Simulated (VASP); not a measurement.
# NaSe7 (Fm-3m) in VASP: single point with PBE

Aim: the single point of NaSe7 with PBE.

Everything below comes from runs of VASP 6.6.1. Logs are shortened: lines on timing, memory, paths and dates and some standing lists are left out, and cuts for length are marked.

**1. The cell of the first run**

Symmetry: Fm-3m, No. 225, cubic system. The conventional cell has a = 9.439 Å, b = 9.439 Å, c = 9.439 Å, α = 90.00°, β = 90.00°, γ = 90.00°. Within 4.4 Å of Na (site symmetry m-3m) lie 12 Se at 3.34 Å. Se (site symmetry mmm) has 2 Na at 3.34 Å and 10 Se at 3.34 Å within 4.4 Å. Within 4.4 Å of Se (site symmetry m-3m) lie 12 Se at 3.34 Å.

The cell was generated, and may not be a known phase.

**2. Single point, PBE**

INCAR reads:

```
SYSTEM = NaSe7
  PREC = Accurate
  ENCUT = 520
  EDIFF = 1E-6
  ISMEAR = 0
  SIGMA = 0.1
  LREAL = .False.
  LASPH = .True.
  NELM = 100
  ALGO = Normal
  ISIF = 2
  LWAVE = .False.
  LCHARG = .False.
  GGA = PE
  NBANDS = 34
```

KPOINTS reads:

```
Automatic mesh
0
Gamma
  4 4 4
  0 0 0
```

POSCAR reads:

```
NaSe7
1.0
    0.0000000000      4.7193435400      4.7193435400
    4.7193435400      0.0000000000      4.7193435400
    4.7193435400      4.7193435400      0.0000000000
Na Se
1 7
Direct
    0.0000000000      0.0000000000      0.0000000000
    0.5000000000      0.0000000000      0.0000000000
    0.0000000000      0.5000000000      0.5000000000
    0.0000000000      0.5000000000      0.0000000000
    0.5000000000      0.0000000000      0.5000000000
    0.0000000000      0.0000000000      0.5000000000
    0.5000000000      0.5000000000      0.0000000000
    0.5000000000      0.5000000000      0.5000000000
```

Potentials or basis: VASP PAW PBE potentials, release 64 (Na_pv, Se).

Started as:

```bash
$ cat potpaw_PBE.64/Na_pv/POTCAR potpaw_PBE.64/Se/POTCAR > POTCAR
$ mpirun -np 1 vasp_std > vasp.out
```

OUTCAR:

```text
SYSTEM = NaSe7
   PREC = Accurate
   ENCUT = 520
   EDIFF = 1E-6
   ISMEAR = 0
   LREAL = .False.
   LASPH = .True.
   NELM = 100
   ISIF = 2
   GGA = PE

 ion  position               nearest neighbor table
   1  0.000  0.000  0.000-
   2  0.500  0.000  0.000-
   3  0.000  0.500  0.500-
   4  0.000  0.500  0.000-
   5  0.500  0.000  0.500-
   6  0.000  0.000  0.500-
   7  0.500  0.500  0.000-
   8  0.500  0.500  0.500-

  LATTYP: Found a face centered cubic cell.
 ALAT       =     9.4386870800

  Lattice vectors:

 A1 = (   0.0000000000,   4.7193435400,   4.7193435400)
 A2 = (   4.7193435400,   0.0000000000,   4.7193435400)
 A3 = (   4.7193435400,   4.7193435400,   0.0000000000)

Analysis of symmetry for initial positions (statically):
=====================================================================
 Subroutine PRICEL returns:
 Original cell was already a primitive cell.

 Routine SETGRP: Setting up the symmetry group for a
 face centered cubic supercell.

 Subroutine GETGRP returns: Found 48 space group operations
 (whereof 48 operations were pure point group operations)
 out of a pool of 48 trial point group operations.

The static configuration has the point symmetry O_h .

Analysis of symmetry for dynamics (positions and initial velocities):
=====================================================================
 Subroutine PRICEL returns:
 Original cell was already a primitive cell.

 Routine SETGRP: Setting up the symmetry group for a
 face centered cubic supercell.

 Subroutine GETGRP returns: Found 48 space group operations
 (whereof 48 operations were pure point group operations)
 out of a pool of 48 trial point group operations.

The dynamic configuration has the point symmetry O_h .

 Subroutine INISYM returns: Found 48 space group operations
 (whereof 48 operations are pure point group operations),
 and found     1 'primitive' translations

----------------------------------------------------------------------------------------

                                     Primitive cell

  volume of cell :     210.2204

[... 82 lines left out ...]
   NELM   =    100;   NELMIN=  2; NELMDL= -5     # of ELM steps
   EDIFF  = 0.1E-05   stopping-criterion for ELM
   LREAL  =      F    real-space projection
   EDIFFG = 0.1E-04   stopping-criterion for IOM
   NSW    =      0    number of steps for IOM
   IBRION =     -1    ionic relax: 0-MD 1-quasi-New 2-CG
   NFREE  =      0    steps in history (QN), initial steepest desc. (CG)
   ISIF   =      2    stress and relaxation
   ISYM   =      2    0-nonsym 1-usesym 2-fastsym
   POTIM  = 0.5000    time-step for ionic-motion
   TEBEG  =    0.0;   TEEND  =   0.0 temperature during run
   PSTRESS=    0.0 pullay stress
   NELECT =      49.0000    total number of electrons
   NUPDOWN=      -1.0000    fix difference up-down
   EMIN   =  10.00;   EMAX   =-10.00  energy-range for DOS
   EFERMI =   0.00;   METHOD = LEGACY
   ISMEAR =     0;   SIGMA  =   0.10  broadening in eV -4-tet -1-fermi 0-gaus
   EFERMI_NEDOS =   21; number of points for ismear=-14 and -15
   IALGO  =     38    algorithm
   IMIX   =      4    mixing-type and parameters
     AMIX     =   0.40;   BMIX     =  1.00
     AMIX_MAG =   1.60;   BMIX_MAG =  1.00
  volume/ion in A,a.u.               =      26.28       177.33
  Fermi-wavevector in a.u.,A,eV,Ry     =   1.007508  1.903914 13.810904  1.015073
  Thomas-Fermi vector in A             =   2.140317
   LORBIT       =      0    0 simple, 1 ext, 2 COOP (PROOUT), +10 PAW based schemes
   GGA     = PE    functional components
   LHFCALC =     F    Hartree Fock is set to
   AEXX    =    0.0000 exact exchange contribution
   IVDW    =     0    specifies the selected vdW correction
   LEPSILON=     F    determine dielectric tensor
   LRPA    =     F    only Hartree local field effects (RPA)
 non-spin polarized calculation
 Gauss-broadening in eV      SIGMA  =   0.10
  energy-cutoff  :      520.00
  volume of cell :      210.22
 maximum number of plane-waves:      5680
 NGX is ok and might be reduce to    50
   NGX = 25   NGY = 25   NGZ = 25

 number of electron      49.0000003 magnetization

 Free energy of the ion-electron system (eV)
  ---------------------------------------------------
  ext. energy  EPLUGINS =         0.00000000
  ---------------------------------------------------
  free energy    TOTEN  =       -21.60462845 eV

  energy without entropy =      -21.56451387  energy(sigma->0) =      -21.58457116

 E-fermi :   2.3479     XC(G=0):  -9.1371

 val. band max:        2.3135019793   @ k =   0.0000   0.0000   0.0000
 cond. band min:       2.4070056640   @ k =  -0.2500   0.2500   0.0000
 fundamental gap:      0.0935036847
 Fermi energy:         2.3479196068

 k-point     1 :       0.0000    0.0000    0.0000
  band No.  band energies     occupation
      1     -21.2300      2.00000
      2     -21.2300      2.00000
      3     -21.2300      2.00000
      4     -11.5873      2.00000
      5      -9.8530      2.00000
      6      -9.8530      2.00000
[... 285 lines left out ...]
     33       8.7548      0.00000
     34       8.7548      0.00000

------------------------ aborting loop because EDIFF is reached ----------------------------------------

  FORCE on cell =-STRESS in cart. coord.  units (eV):
  Direction    XX          YY          ZZ          XY          YZ          ZX
  --------------------------------------------------------------------------------------
  -------------------------------------------------------------------------------------
  Total      -10.5966700    -10.5966700    -10.5966700     -0.0000000      0.0000000      0.0000000
  in kB      -80.7616566    -80.7616566    -80.7616566     -0.0000000      0.0000000      0.0000000
  external PRESSURE =     -80.7616566 kB  Pullay stress =       0.0000000 kB

 VOLUME and BASIS-vectors are now :
 -----------------------------------------------------------------------------
  energy-cutoff  :      520.00
  volume of cell :      210.22
      direct lattice vectors                 reciprocal lattice vectors
     0.000000000  4.719343540  4.719343540    -0.105946939  0.105946939  0.105946939
     4.719343540  0.000000000  4.719343540     0.105946939 -0.105946939  0.105946939
     4.719343540  4.719343540  0.000000000     0.105946939  0.105946939 -0.105946939

 POSITION                                       TOTAL-FORCE (eV/Angst)
 -----------------------------------------------------------------------------------
      0.00000      0.00000      0.00000         0.000000      0.000000     -0.000000
      0.00000      2.35967      2.35967         0.000000     -0.000000     -0.000000
      4.71934      2.35967      2.35967        -0.000000      0.000000     -0.000000
      2.35967      0.00000      2.35967         0.000000      0.000000     -0.000000
      2.35967      4.71934      2.35967         0.000000     -0.000000     -0.000000
      2.35967      2.35967      0.00000         0.000000      0.000000      0.000000
      2.35967      2.35967      4.71934        -0.000000      0.000000      0.000000
      4.71934      4.71934      4.71934         0.000000      0.000000      0.000000
 -----------------------------------------------------------------------------------
    total drift:                                0.000000      0.000000      0.000000

  FREE ENERGIE OF THE ION-ELECTRON SYSTEM (eV)
  ---------------------------------------------------
  free  energy   TOTEN  =       -21.6046284507 eV

  energy  without entropy=      -21.5645138667  energy(sigma->0) =      -21.58457116
```

stdout:

```text
POSCAR found type information on POSCAR NaSe
 POSCAR found :  2 types and       8 ions
 scaLAPACK will be used
 LDA part: xc-table for (Slater+PW92), standard interpolation
 POSCAR, INCAR and KPOINTS ok, starting setup
 FFT: planning ... GRIDC
 FFT: planning ... GRID_SOFT
 FFT: planning ... GRID
 WAVECAR not read
 entering main loop
```

It took 2.4 min on 1 thread of Intel Xeon 8259CL, shared host; peak memory 0.35 GiB.

What came out:

* Free energy: -21.6046 eV
* Pressure: -8.1 GPa
* Band gap on the k mesh: zero (an odd number of electrons rules out a gap without spin polarisation)

Caveat: the cell stands under tension.

The gap in the log of VASP goes by the Fermi energy; the results here count the filled bands.